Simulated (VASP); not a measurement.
# BaAg2F6 (Fm-3m) in VASP: a series of runs, part 2 of 2

VASP 6.6.1. Earlier steps stand in the parts before.

## (3) Single point, PBE

Input file INCAR:

```
PREC     = Accurate       # precision mode
ENCUT    = 520            # plane-wave cutoff, eV
EDIFF    = 1E-7           # SCF threshold, eV
ISMEAR   = 0              # smearing method
SIGMA    = 0.2            # smearing width, eV
LREAL    = F              # projectors in reciprocal space
LASPH    = T              # aspherical terms in the spheres
NELM     = 60             # most SCF steps
ALGO     = Normal         # electronic algorithm
ISIF     = 2              # what is computed and relaxed
LWAVE    = F              # write WAVECAR
LCHARG   = T              # write CHGCAR
GGA      = PE             # functional
LELF     = T              # ELF
LVHAR    = T            
NBANDS   = 47             # bands
```

Input file KPOINTS:

```
regular mesh
0
Gamma
  4 4 4
```

Input file POSCAR:

```
BaAg2F6
1.0
    0.0000000000      4.3512258000      4.3512258000
    4.3512258000      0.0000000000      4.3512258000
    4.3512258000      4.3512258000      0.0000000000
Ba Ag F
1 2 6
Direct
    0.5000000000      0.5000000000      0.5000000000
    0.7500000000      0.7500000000      0.7500000000
    0.2500000000      0.2500000000      0.2500000000
    0.0000000000      1.0000000000      0.5000000000
    0.5000000000      0.5000000000      1.0000000000
    0.0000000000      0.5000000000      1.0000000000
    0.5000000000      0.0000000000      1.0000000000
    0.5000000000      0.0000000000      0.5000000000
    0.0000000000      0.5000000000      0.5000000000
```

Potentials or basis: VASP PAW PBE potentials, release 64 (Ba_sv, Ag, F).

Command:

```
$ cat potpaw_PBE.64/Ba_sv/POTCAR potpaw_PBE.64/Ag/POTCAR potpaw_PBE.64/F/POTCAR > POTCAR
$ mpirun -np 1 vasp_std > vasp.out
```

OUTCAR:

```text
PREC = Accurate
   ENCUT = 520
   EDIFF = 1E-7
   ISMEAR = 0
   LREAL = F
   LASPH = T
   NELM = 60
   ISIF = 2
   GGA = PE

 ion  position               nearest neighbor table
   1  0.500  0.500  0.500-   5 3.08   8 3.08   9 3.08   5 3.08   6 3.08   7 3.08   4 3.08   7 3.08
                             8 3.08   4 3.08   6 3.08   9 3.08   2 3.77   3 3.77   3 3.77   2 3.77
   2  0.750  0.750  0.750-   4 2.18   5 2.18   6 2.18   7 2.18   8 2.18   9 2.18   1 3.77   1 3.77
                             1 3.77   1 3.77
   3  0.250  0.250  0.250-   4 2.18   5 2.18   6 2.18   7 2.18   8 2.18   9 2.18   1 3.77   1 3.77
                             1 3.77   1 3.77
   4  0.000  0.000  0.500-   2 2.18   3 2.18   1 3.08   1 3.08
   5  0.500  0.500  0.000-   2 2.18   3 2.18   1 3.08   1 3.08
   6  0.000  0.500  0.000-   2 2.18   3 2.18   1 3.08   1 3.08
   7  0.500  0.000  0.000-   2 2.18   3 2.18   1 3.08   1 3.08
   8  0.500  0.000  0.500-   2 2.18   3 2.18   1 3.08   1 3.08
   9  0.000  0.500  0.500-   2 2.18   3 2.18   1 3.08   1 3.08

  LATTYP: Found a face centered cubic cell.
 ALAT       =     8.7024516000

  Lattice vectors:
[... 185 lines left out ...]
  band No.  band energies     occupation
      1     -26.3819      2.00000
      2     -21.7688      2.00000
      3     -21.5040      2.00000
      4     -21.5040      2.00000
      5     -21.5040      2.00000
      6     -21.4914      2.00000
[... 389 lines left out ...]
     46       7.6774      0.00000
     47       8.4998      0.00000

------------------------ aborting loop because EDIFF is reached ----------------------------------------

  FORCE on cell =-STRESS in cart. coord.  units (eV):
  Direction    XX          YY          ZZ          XY          YZ          ZX
  --------------------------------------------------------------------------------------
  -------------------------------------------------------------------------------------
  Total       -0.0974136     -0.0974136     -0.0974136      0.0000000     -0.0000000      0.0000000
  in kB       -0.9472513     -0.9472513     -0.9472513      0.0000000     -0.0000000      0.0000000
  external PRESSURE =      -0.9472513 kB  Pullay stress =       0.0000000 kB

 VOLUME and BASIS-vectors are now :
 -----------------------------------------------------------------------------
  energy-cutoff  :      520.00
  volume of cell :      164.76
      direct lattice vectors                 reciprocal lattice vectors
     0.000000000  4.351225800  4.351225800    -0.114910148  0.114910148  0.114910148
     4.351225800  0.000000000  4.351225800     0.114910148 -0.114910148  0.114910148
     4.351225800  4.351225800  0.000000000     0.114910148  0.114910148 -0.114910148

 POSITION                                       TOTAL-FORCE (eV/Angst)
 -----------------------------------------------------------------------------------
      4.35123      4.35123      4.35123        -0.000000     -0.000000     -0.000000
      6.52684      6.52684      6.52684        -0.000000     -0.000000     -0.000000
      2.17561      2.17561      2.17561         0.000000      0.000000      0.000000
      2.17561      2.17561      0.00000        -0.000000     -0.000000     -0.000000
      2.17561      2.17561      4.35123        -0.000000     -0.000000     -0.000000
      2.17561      0.00000      2.17561        -0.000000     -0.000000     -0.000000
      0.00000      2.17561      2.17561        -0.000000     -0.000000     -0.000000
      2.17561      4.35123      2.17561        -0.000000     -0.000000     -0.000000
      4.35123      2.17561      2.17561        -0.000000     -0.000000     -0.000000
 -----------------------------------------------------------------------------------
    total drift:                                0.000000      0.000000      0.000000

  FREE ENERGIE OF THE ION-ELECTRON SYSTEM (eV)
  ---------------------------------------------------
  free  energy   TOTEN  =       -36.3287695328 eV

  energy  without entropy=      -36.2808436739  energy(sigma->0) =      -36.30480660
```

stdout:

```text
POSCAR found type information on POSCAR BaAgF
 POSCAR found :  3 types and       9 ions
 scaLAPACK will be used
 LDA part: xc-table for (Slater+PW92), standard interpolation
 POSCAR, INCAR and KPOINTS ok, starting setup
 FFT: planning ... GRIDC
 FFT: planning ... GRID_SOFT
 FFT: planning ... GRID
 WAVECAR not read
 entering main loop
```

Wall time 44 s (1 thread of Intel Xeon 6975P-C (Granite Rapids), shared host); peak memory 0.33 GiB.

Results:

```
Free energy            : -36.3288 eV
Pressure               : -0.1 GPa
Band gap on the k mesh : zero (band 37 reaches 1.07 eV, above the bottom of band 38 at -0.22 eV)
```

Levels at points of the mesh, in eV from the Fermi level:
```
           k point  band 35  band 36  band 37  band 38  band 39  band 40
(0.00, 0.00, 0.00)    -1.55    -1.55     0.64     0.64     3.03     5.23
(0.50, 0.00, 0.00)    -0.65    -0.65    -0.65    -0.65     4.63     5.52
(0.50, 0.50, 0.00)    -1.70    -1.61    -0.76     0.64     5.35     5.44
```

Caveat: spin-orbit coupling is left out, which moves the levels of the heavy elements.

## (4) Single point, PBE

Input file INCAR:

```
SYSTEM = BaAg2F6
PREC     = Accurate       ! precision mode
ENCUT    = 520            ! plane-wave cutoff, eV
EDIFF    = 1E-6           ! SCF threshold, eV
ISMEAR   = 0              ! smearing method
SIGMA    = 0.1            ! smearing width, eV
LREAL    = .False.        ! projectors in reciprocal space
LASPH    = .True.         ! aspherical terms in the spheres
NELM     = 80             ! most SCF steps
ALGO     = Normal         ! electronic algorithm
ISIF     = 2              ! what is computed and relaxed
LWAVE    = .False.        ! write WAVECAR
LCHARG   = .False.        ! write CHGCAR
GGA      = PE             ! functional
NBANDS   = 47             ! bands
```

Input file KPOINTS:

```
Automatic mesh
0
Gamma
  8 8 8
  0 0 0
```

Input file POSCAR:

```
BaAg2F6
1.0
    0.0000000000      4.3512258000      4.3512258000
    4.3512258000      0.0000000000      4.3512258000
    4.3512258000      4.3512258000      0.0000000000
Ba Ag F
1 2 6
Direct
    0.5000000000      0.5000000000      0.5000000000
    0.7500000000      0.7500000000      0.7500000000
    0.2500000000      0.2500000000      0.2500000000
    0.0000000000      0.0000000000      0.5000000000
    0.5000000000      0.5000000000      0.0000000000
    0.0000000000      0.5000000000      0.0000000000
    0.5000000000      0.0000000000      0.0000000000
    0.5000000000      0.0000000000      0.5000000000
    0.0000000000      0.5000000000      0.5000000000
```

Command:

```
$ cat potpaw_PBE.64/Ba_sv/POTCAR potpaw_PBE.64/Ag/POTCAR potpaw_PBE.64/F/POTCAR > POTCAR
$ mpirun -np 1 vasp_std > vasp.out
```

Wall time 2 min (1 thread of Intel Xeon 6975P-C (Granite Rapids), shared host); peak memory 0.43 GiB.

The run converged. Its results:

```yaml
Free_energy: -36.2814 eV
Pressure: -0.1 GPa
Band_gap_on_the_k_mesh: zero (band 37 reaches 1.07 eV, above the bottom of band 38 at -0.22 eV)
```

Levels at points of the mesh, in eV from the Fermi level:
| k point | band 33 | band 34 | band 35 | band 36 | band 37 | band 38 | band 39 | band 40 | band 41 | band 42 |
| --- | --- | --- | --- | --- | --- | --- | --- | --- | --- | --- |
| (0.00, 0.00, 0.00) | -2.35 | -1.45 | -1.45 | -1.45 | 0.75 | 0.75 | 3.14 | 5.33 | 5.33 | 5.33 |
| (0.50, 0.00, 0.00) | -1.85 | -1.85 | -0.55 | -0.55 | -0.54 | -0.54 | 4.74 | 5.63 | 5.63 | 5.64 |
| (0.50, 0.50, 0.00) | -1.71 | -1.71 | -1.60 | -1.51 | -0.65 | 0.75 | 5.45 | 5.54 | 5.88 | 6.25 |

Caveat: spin-orbit coupling is left out, which moves the levels of the heavy elements.

## (5) Overview

| k mesh | smearing | gap on the mesh (eV) | pressure (GPa) |
| --- | --- | --- | --- |
| 4 × 4 × 4 | gaussian 0.1 eV | none | -0.1 |
| 4 × 4 × 4 | gaussian 0.2 eV | none | -0.1 |
| 8 × 8 × 8 | gaussian 0.1 eV | none | -0.1 |

Alike in all rows: task single point; level PBE; potentials or basis VASP PAW PBE potentials, release 64 (Ba_sv, Ag, F); no spin polarisation; cell as given; cutoff (eV) 520.

Every run on the cell as given and a fine mesh finds a metal.

Caveats: spin-orbit coupling is left out, which moves the levels of the heavy elements.

Total energies depend on the potentials used, so only differences within one code and one set of settings carry meaning.
